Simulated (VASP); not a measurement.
Set up this calculation in VASP 6.6.1, as the native input.

| Item | Value |
| --- | --- |
| Task | single point |
| Functional | PBE |
| Potentials or basis | VASP PAW PBE potentials, release 64 (Ti_sv, Ru_pv, C) |
| Cutoff | 520 eV |
| k mesh | 8 × 4 × 4 |
| Occupations | gaussian, width 0.2 eV |
| Spin | no spin polarisation |
| Dipole correction | no |
| Further INCAR settings | ALGO = Normal; EDIFF = 1e-07; NBANDS = 62 |

The structure of Ti2RuC3 lies in POSCAR:

```
Ti2RuC3
1.0
    3.1350541950     -0.0003040068     -0.0003976593
   -0.0004852322      5.2985890456      0.0435545716
   -0.0007349180      0.0581525954      7.2913693697
Ti Ru C
4 2 6
Direct
    0.9999977825      0.3292361292      0.6668736839
    0.5000766965      0.8262976186      0.6782621565
    0.4999917152      0.1708181219      0.3330379431
    0.9999652345      0.6737591628      0.3217478764
    0.0002024637      0.0307801524      1.0074947257
    0.4996871828      0.4690161465     -0.0075200730
    1.0000234462     -0.0015861139      0.4985515811
    0.5000232036      0.5016146408      0.5014523628
    0.9999140707      0.3389498985      0.1689735198
    0.5000350222      0.8372568427      0.1495316023
    0.5000914946      0.1611151472      0.8310075573
    0.9999916875      0.6627422534      0.8505870641
```

These files were run (other wordings do the same):

INCAR

```
PREC = Accurate
ENCUT = 520
EDIFF = 1E-7
ISMEAR = 0
SIGMA = 0.2
LREAL = F
LASPH = T
NELM = 60
ALGO = Normal
ISIF = 2
LWAVE = F
LCHARG = F
GGA = PE
NBANDS = 62
```

KPOINTS

```
Automatic mesh
0
Gamma
  8 4 4
```

Potentials or basis: VASP PAW PBE potentials, release 64 (Ti_sv, Ru_pv, C).

Launch:

```console
$ cat potpaw_PBE.64/Ti_sv/POTCAR potpaw_PBE.64/Ru_pv/POTCAR potpaw_PBE.64/C/POTCAR > POTCAR
$ mpirun -np 1 vasp_std > vasp.out
```

Results of the run:

* Pressure: 0.2 GPa
* Largest force: 0.022 eV/Å
* Band gap on the k mesh: zero (band 50 reaches 10.76 eV, above the bottom of band 51 at 10.40 eV)

Run time: 19 min on 1 thread of Oxide Virtual Turin-like Processor (shared host), peak memory 0.45 GiB.
